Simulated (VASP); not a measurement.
# SiC (ref) (P6_3mc) in VASP: a series of runs

The runs below take SiC (ref) through single point, with r2SCAN.

Everything below comes from runs of VASP 6.6.1. Logs are shortened: lines on timing, memory, paths and dates and some standing lists are left out, and cuts for length are marked.

## 1. The cell of the first run

It takes space group P6_3mc (No. 186, hexagonal). The conventional cell has a = 3.075 Å, b = 3.075 Å, c = 5.049 Å, α = 90.00°, β = 90.00°, γ = 120.00°. Within 2.5 Å of Si (site symmetry 3m) lie 4 C at 1.88 to 1.90 Å. C (site symmetry 3m) has 4 Si at 1.88 to 1.90 Å within 2.5 Å.

## 2. Single point, r2SCAN

POSCAR reads:

```
SiC
1.0
    3.0754668474      0.0000000000      0.0000000000
   -1.5377334237      2.6634324183      0.0000000000
    0.0000000000      0.0000000000      5.0485335429
Si C
2 2
Direct
    0.3333333333      0.6666666667     -0.0003996874
    0.6666666667      0.3333333333      0.4996003126
    0.3333333333      0.6666666667      0.3753996874
    0.6666666667      0.3333333333      0.8753996874
```

INCAR.step1 reads:

```
SYSTEM = SiC
  PREC = Accurate
  ENCUT = 520
  ISMEAR = 0
  SIGMA = 0.01
  LREAL = .FALSE.
  LASPH = .TRUE.
  NELM = 80
  NBANDS = 16
  GGA = PE
  ALGO = Normal
  EDIFF = 1E-4
  LWAVE = .TRUE.
  LCHARG = .FALSE.
```

INCAR.step2 reads:

```
SYSTEM = SiC
  PREC = Accurate
  ENCUT = 520
  EDIFF = 1E-6
  ISMEAR = 0
  SIGMA = 0.01
  LREAL = .FALSE.
  LASPH = .TRUE.
  NELM = 80
  ALGO = Normal
  ISIF = 2
  LWAVE = .FALSE.
  LCHARG = .TRUE.
  METAGGA = R2SCAN
  LMIXTAU = .TRUE.
  LELF = .TRUE.
  LVHAR = .TRUE.
  NBANDS = 16
  ISTART = 1
```

KPOINTS reads:

```
regular mesh
0
G
  12 12 6
  0 0 0
```

Potentials or basis: VASP PAW PBE potentials, release 64 (Si, C).

On the command line:

```console
$ cat potpaw_PBE.64/Si/POTCAR potpaw_PBE.64/C/POTCAR > POTCAR
$ cp INCAR.step1 INCAR
$ mpirun -np 1 vasp_std > vasp.out
$ cp INCAR.step2 INCAR
$ mpirun -np 1 vasp_std > vasp.out
```

OUTCAR:

```text
SYSTEM = SiC
   PREC = Accurate
   ENCUT = 520
   EDIFF = 1E-6
   ISMEAR = 0
   LREAL = .FALSE.
   LASPH = .TRUE.
   NELM = 80
   ISIF = 2
   METAGGA = R2SCAN
   ISTART = 1

 ion  position               nearest neighbor table
   1  0.333  0.667  1.000-   4 1.88   4 1.88   4 1.88   3 1.90   2 3.09   2 3.09   2 3.09   2 3.09
                             2 3.09   2 3.09
   2  0.667  0.333  0.500-   3 1.88   3 1.88   3 1.88   4 1.90   1 3.09   1 3.09   1 3.09   1 3.09
                             1 3.09   1 3.09
   3  0.333  0.667  0.375-   2 1.88   2 1.88   2 1.88   1 1.90
   4  0.667  0.333  0.875-   1 1.88   1 1.88   1 1.88   2 1.90

  LATTYP: Found a hexagonal cell.
 ALAT       =     3.0754668474
 C/A-ratio  =     1.6415503055

  Lattice vectors:

 A1 = (   3.0754668474,   0.0000000000,   0.0000000000)
 A2 = (  -1.5377334237,   2.6634324183,   0.0000000000)
 A3 = (   0.0000000000,   0.0000000000,   5.0485335429)

Analysis of symmetry for initial positions (statically):
=====================================================================
 Subroutine PRICEL returns:
 Original cell was already a primitive cell.

 Routine SETGRP: Setting up the symmetry group for a
 hexagonal supercell.

 Subroutine GETGRP returns: Found 12 space group operations
 (whereof  6 operations were pure point group operations)
 out of a pool of 24 trial point group operations.

The static configuration has the point symmetry C_3v.
 The point group associated with its full space group is C_6v.

Analysis of symmetry for dynamics (positions and initial velocities):
=====================================================================
 Subroutine PRICEL returns:
 Original cell was already a primitive cell.

 Routine SETGRP: Setting up the symmetry group for a
 hexagonal supercell.

 Subroutine GETGRP returns: Found 12 space group operations
 (whereof  6 operations were pure point group operations)
 out of a pool of 24 trial point group operations.

The dynamic configuration has the point symmetry C_3v.
 The point group associated with its full space group is C_6v.

 Subroutine INISYM returns: Found 12 space group operations
 (whereof  6 operations are pure point group operations),
 and found     1 'primitive' translations

----------------------------------------------------------------------------------------

                                     Primitive cell

  volume of cell :      41.3540

  direct lattice vectors                    reciprocal lattice vectors
     3.075466847  0.000000000  0.000000000     0.325153887  0.187727684  0.000000000
    -1.537733424  2.663432418  0.000000000     0.000000000  0.375455368  0.000000000
     0.000000000  0.000000000  5.048533543     0.000000000  0.000000000  0.198077321

  length of vectors
     3.075466847  3.075466847  5.048533543     0.375455368  0.375455368  0.198077321

  position of ions in fractional coordinates (direct lattice)
     0.333333333  0.666666667  0.999600313
     0.666666667  0.333333333  0.499600313
     0.333333333  0.666666667  0.375399687
     0.666666667  0.333333333  0.875399687

  ion indices of the primitive-cell ions
   primitive index   ion index
                 1           1
                 2           2
                 3           3
                 4           4

----------------------------------------------------------------------------------------

 KPOINTS: regular mesh

Automatic generation of k-mesh.
 Grid dimensions read from file:
 generate k-points for:   12   12    6

 Generating k-lattice:

  Cartesian coordinates                     Fractional coordinates (reciprocal lattice)
     0.027096157  0.015643974  0.000000000     0.083333333  0.000000000  0.000000000
     0.000000000  0.031287947  0.000000000     0.000000000  0.083333333  0.000000000
     0.000000000  0.000000000  0.033012887     0.000000000  0.000000000  0.166666667

  Length of vectors
     0.031287947  0.031287947  0.033012887

  Shift w.r.t. Gamma in fractional coordinates (k-lattice)
     0.000000000  0.000000000  0.000000000

 Subroutine IBZKPT returns following result:
 ===========================================

 Found     76 irreducible k-points:

 Following reciprocal coordinates:
            Coordinates               Weight
  0.000000  0.000000  0.000000      1.000000
  0.083333  0.000000  0.000000      6.000000
  0.166667  0.000000  0.000000      6.000000
  0.250000  0.000000  0.000000      6.000000
  0.333333  0.000000  0.000000      6.000000
  0.416667  0.000000  0.000000      6.000000
[... 16 lines left out ...]
  0.250000  0.000000  0.166667     12.000000
  0.333333  0.000000  0.166667     12.000000
 [... further k-points ...]
   k-points           NKPTS =     76   k-points in BZ     NKDIM =     76   number of bands    NBANDS=     16
   number of dos      NEDOS =    301   number of ions     NIONS =      4
   total plane-waves  NPLWV =  23040
   dimension x,y,z NGX =    24 NGY =   24 NGZ =   40
   dimension x,y,z NGXF=    48 NGYF=   48 NGZF=   80
   ions per type =               2   2
   NGX,Y,Z   is equivalent  to a cutoff of  12.97, 12.97, 13.17 a.u.
   NGXF,Y,Z  is equivalent  to a cutoff of  25.95, 25.95, 26.34 a.u.
 SYSTEM =  SiC
   PREC   = accura    normal or accurate (medium, high low for compatibility)
   ISTART =      1    job   : 0-new  1-cont  2-samecut
   ICHARG =      0    charge: 1-file 2-atom 10-const
   ISPIN  =      1    spin polarized calculation?
   LNONCOLLINEAR =      F non collinear calculations
   LSORBIT =      F    spin-orbit coupling
   LASPH  =      T    aspherical Exc in radial PAW
   ENCUT  =  520.0 eV  38.22 Ry    6.18 a.u.   5.72  5.72  9.39*2*pi/ulx,y,z
   NELM   =     80;   NELMIN=  2; NELMDL=  0     # of ELM steps
   EDIFF  = 0.1E-05   stopping-criterion for ELM
   LREAL  =      F    real-space projection
   EDIFFG = 0.1E-04   stopping-criterion for IOM
   NSW    =      0    number of steps for IOM
   IBRION =     -1    ionic relax: 0-MD 1-quasi-New 2-CG
   NFREE  =      0    steps in history (QN), initial steepest desc. (CG)
   ISIF   =      2    stress and relaxation
   ISYM   =      2    0-nonsym 1-usesym 2-fastsym
   POTIM  = 0.5000    time-step for ionic-motion
   TEBEG  =    0.0;   TEEND  =   0.0 temperature during run
   PSTRESS=    0.0 pullay stress
   NELECT =      16.0000    total number of electrons
   NUPDOWN=      -1.0000    fix difference up-down
   EMIN   =  10.00;   EMAX   =-10.00  energy-range for DOS
   EFERMI =   0.00;   METHOD = LEGACY
   ISMEAR =     0;   SIGMA  =   0.01  broadening in eV -4-tet -1-fermi 0-gaus
   EFERMI_NEDOS =   21; number of points for ismear=-14 and -15
   IALGO  =     38    algorithm
   IMIX   =      4    mixing-type and parameters
     AMIX     =   0.40;   BMIX     =  1.00
     AMIX_MAG =   1.60;   BMIX_MAG =  1.00
  volume/ion in A,a.u.               =      10.34        69.77
  Fermi-wavevector in a.u.,A,eV,Ry     =   1.192913  2.254279 19.361659  1.423042
  Thomas-Fermi vector in A             =   2.328940
   LORBIT       =      0    0 simple, 1 ext, 2 COOP (PROOUT), +10 PAW based schemes
   METAGGA = R2SCAN    functional components
   LHFCALC =     F    Hartree Fock is set to
   AEXX    =    0.0000 exact exchange contribution
   IVDW    =     0    specifies the selected vdW correction
   LEPSILON=     F    determine dielectric tensor
   LRPA    =     F    only Hartree local field effects (RPA)
 non-spin polarized calculation
 Gauss-broadening in eV      SIGMA  =   0.01
  energy-cutoff  :      520.00
  volume of cell :       41.35
 maximum number of plane-waves:      1126
 NGX is ok and might be reduce to    24
   NGX = 11   NGY = 11   NGZ = 19

 number of electron      16.0000000 magnetization

 Free energy of the ion-electron system (eV)
  ---------------------------------------------------
  ext. energy  EPLUGINS =         0.00000000
  ---------------------------------------------------
  free energy    TOTEN  =       -38.63788731 eV

  energy without entropy =      -38.63788731  energy(sigma->0) =      -38.63788731

 E-fermi :   8.2121     XC(G=0): -11.9284

 val. band max:        8.1440407007   @ k =   0.0000   0.0000   0.0000
 cond. band min:      10.8027470964   @ k =   0.3333   0.3333   0.0000
 fundamental gap:      2.6587063957
 Fermi energy:         8.2121335302

 k-point     1 :       0.0000    0.0000    0.0000
  band No.  band energies     occupation
      1      -8.2096      2.00000
      2      -4.5832      2.00000
      3      -0.8474      2.00000
      4       6.7588      2.00000
      5       6.7588      2.00000
      6       8.0302      2.00000
[... 8 lines left out ...]
     15      17.7223      0.00000
     16      20.1744      0.00000

 k-point     2 :       0.0833    0.0000    0.0000
  band No.  band energies     occupation
      1      -8.0847      2.00000
      2      -4.4778      2.00000
      3      -0.7322      2.00000
      4       6.0603      2.00000
      5       6.5399      2.00000
      6       7.6609      2.00000
[... 8 lines left out ...]
     15      18.0483      0.00000
     16      19.1976      0.00000

 k-point     3 :       0.1667    0.0000    0.0000
  band No.  band energies     occupation
      1      -7.7136      2.00000
      2      -4.1722      2.00000
      3      -0.3962      2.00000
      4       4.5279      2.00000
      5       6.0431      2.00000
      6       6.4930      2.00000
[... 8 lines left out ...]
     15      18.3856      0.00000
     16      18.7373      0.00000
[... 362 lines left out ...]
 k-point    23 :       0.2500    0.0000    0.1667
  band No.  band energies     occupation
      1      -6.9725      2.00000
      2      -4.1758      2.00000
      3       0.6955      2.00000
      4       3.0706      2.00000
      5       4.6412      2.00000
      6       5.6046      2.00000
[... 8 lines left out ...]
     15      19.6656      0.00000
     16      19.7441      0.00000

 k-point    24 :       0.3333    0.0000    0.1667
  band No.  band energies     occupation
      1      -6.1708      2.00000
      2      -3.5936      2.00000
      3       0.5497      2.00000
      4       2.3128      2.00000
      5       3.1572      2.00000
      6       5.1609      2.00000
[... 8 lines left out ...]
     15      20.3457      0.00000
     16      21.0732      0.00000

 [... further k-points ...]

------------------------ aborting loop because EDIFF is reached ----------------------------------------

  FORCE on cell =-STRESS in cart. coord.  units (eV):
  Direction    XX          YY          ZZ          XY          YZ          ZX
  --------------------------------------------------------------------------------------
  -------------------------------------------------------------------------------------
  Total       -0.0565710     -0.0565710     -0.0536339      0.0000000      0.0000000      0.0000000
  in kB       -2.1917282     -2.1917282     -2.0779360      0.0000000      0.0000000      0.0000000
  external PRESSURE =      -2.1537975 kB  Pullay stress =       0.0000000 kB

 VOLUME and BASIS-vectors are now :
 -----------------------------------------------------------------------------
  energy-cutoff  :      520.00
  volume of cell :       41.35
      direct lattice vectors                 reciprocal lattice vectors
     3.075466847  0.000000000  0.000000000     0.325153887  0.187727684  0.000000000
    -1.537733424  2.663432418  0.000000000     0.000000000  0.375455368  0.000000000
     0.000000000  0.000000000  5.048533543     0.000000000  0.000000000  0.198077321

 POSITION                                       TOTAL-FORCE (eV/Angst)
 -----------------------------------------------------------------------------------
     -0.00000      1.77562      5.04652         0.000000      0.000000     -0.000142
      1.53773      0.88781      2.52225        -0.000000      0.000000     -0.000142
     -0.00000      1.77562      1.89522         0.000000      0.000000      0.000142
      1.53773      0.88781      4.41948         0.000000      0.000000      0.000142
 -----------------------------------------------------------------------------------
    total drift:                               -0.000000     -0.000000      0.000378

  FREE ENERGIE OF THE ION-ELECTRON SYSTEM (eV)
  ---------------------------------------------------
  free  energy   TOTEN  =       -38.6378873108 eV

  energy  without entropy=      -38.6378873108  energy(sigma->0) =      -38.63788731
```

Wall time 63 s (1 thread of Intel Xeon 6975P-C (Granite Rapids), shared host); peak memory 0.18 GiB.

What came out:

* Free energy: -38.6379 eV
* Pressure: -0.2 GPa
* Band gap on the k mesh: 2.66 eV, indirect (least direct gap 4.48 eV)

Caveat: the PAW data sets were made with another functional, which shifts forces and pressure a little. A k mesh can miss the band edges.

## 3. Single point, r2SCAN

POSCAR reads:

```
SiC
1.0
    3.0754668474      0.0000000000      0.0000000000
   -1.5377334237      2.6634324183      0.0000000000
    0.0000000000      0.0000000000      5.0485335429
Si C
2 2
Direct
    0.3333333333      0.6666666667     -0.0097147343
    0.6666666667      0.3333333333      0.4902852657
    0.3333333333      0.6666666667      0.3847147343
    0.6666666667      0.3333333333      0.8847147343
```

INCAR.step1 reads:

```
SYSTEM = SiC
ALGO = Normal
EDIFF = 1E-4
ENCUT = 520
GGA = PE
ISMEAR = 0
LASPH = .True.
LCHARG = .False.
LREAL = .False.
LWAVE = .True.
NBANDS = 16
NELM = 80
PREC = Accurate
SIGMA = 0.01
```

INCAR.step2 reads:

```
SYSTEM = SiC
ALGO = Normal
EDIFF = 1E-7
ENCUT = 520
ISIF = 2
ISMEAR = 0
ISTART = 1
LASPH = .True.
LCHARG = .True.
LELF = .True.
LMIXTAU = .True.
LREAL = .False.
LVHAR = .True.
LWAVE = .False.
METAGGA = R2SCAN
NBANDS = 16
NELM = 80
PREC = Accurate
SIGMA = 0.01
```

KPOINTS reads:

```
k-points
0
Gamma
  12 12 6
  0 0 0
```

Potentials or basis: VASP PAW PBE potentials, release 64 (Si, C).

On the command line:

```console
$ cat potpaw_PBE.64/Si/POTCAR potpaw_PBE.64/C/POTCAR > POTCAR
$ cp INCAR.step1 INCAR
$ mpirun -np 1 vasp_std > vasp.out
$ cp INCAR.step2 INCAR
$ mpirun -np 1 vasp_std > vasp.out
```

Wall time 75 s (1 thread of Intel Xeon 6975P-C (Granite Rapids), shared host); peak memory 0.18 GiB.

It converged, with:

```
Free energy            : -38.4959 eV
Pressure               : 0.7 GPa
Largest force          : 1.402 eV/Å
Band gap on the k mesh : 2.63 eV, indirect (least direct gap 4.70 eV)
```

Forces in eV/Å, atoms in the order of the input:
```
Si   0.000  0.000  1.402
Si   0.000  0.000  1.402
C    0.000  0.000 -1.402
C    0.000  0.000 -1.402
```

Stress tensor (GPa, compression positive):
```
 3.26  0.00  0.00
 0.00  3.26  0.00
 0.00  0.00 -4.36
```

Levels at points of the mesh, in eV from the valence-band top:
```csv
k point,band 6,band 7,band 8,band 9,band 10,band 11
"(0.00, 0.00, 0.00)",-0.70,-0.70,0.00,4.89,6.23,6.74
"(0.50, 0.00, 0.00)",-4.06,-3.42,-1.98,2.72,4.47,7.05
"(0.00, 0.00, 0.50)",-1.41,-1.41,-1.41,6.01,6.01,7.40
"(0.50, 0.00, 0.50)",-3.19,-2.57,-2.57,3.35,3.35,5.12
```

Caveat: the PAW data sets were made with another functional, which shifts forces and pressure a little.

(Continued in part 2 of 2.)
